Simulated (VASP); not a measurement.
Here is a VASP 6.6.1 calculation.

Contents of INCAR:

```
PREC = Accurate
ENCUT = 600
EDIFF = 1E-6
ISMEAR = -1
SIGMA = 0.05
LREAL = False
LASPH = True
NELM = 60
ALGO = Normal
ISIF = 3
LWAVE = False
LCHARG = False
GGA = PS
IBRION = 2
NSW = 60
EDIFFG = -0.01
PSTRESS = 20.0
```

KPOINTS

```
Automatic mesh
0
Gamma
  10 10 3
```

The input POSCAR:

```
MoS2
1.0
    3.1690000000      0.0000000000      0.0000000000
   -1.5845000000      2.7444345046      0.0000000000
    0.0000000000      0.0000000000     12.3240000000
Mo S
2 4
Direct
    0.6666666667      0.3333333333      0.7500000000
    0.3333333333      0.6666666667      0.2500000000
    0.6666666667      0.3333333333      0.3770000000
    0.3333333333      0.6666666667      0.8770000000
    0.6666666667      0.3333333333      0.1230000000
    0.3333333333      0.6666666667      0.6230000000
```

Potentials or basis: VASP PAW PBE potentials, release 64 (Mo_sv, S).

The run is started by

```console
$ cat potpaw_PBE.64/Mo_sv/POTCAR potpaw_PBE.64/S/POTCAR > POTCAR
$ mpirun -np 1 vasp_std > vasp.out
```

(1) What does it give for the relaxed volume?

(2) What does it give for the space group after relaxing (to 0.1 Å)?

(3) What does it give for the band gap on the k mesh?

Answers

(1) 16.89 Å³/atom.

(2) P6_3/mmc (No. 194).

(3) 0.75 eV (least direct gap 1.97 eV).

Caveat: the cell is relaxed towards a set pressure, so the run minimises the enthalpy, not the energy; the PAW data sets were made with another functional, which shifts forces and pressure a little; an odd mesh through Γ misses points on the zone boundary, where band edges can lie; this functional lacks dispersion, which binds the layers, so the pressure and a relaxed spacing across them are unreliable.
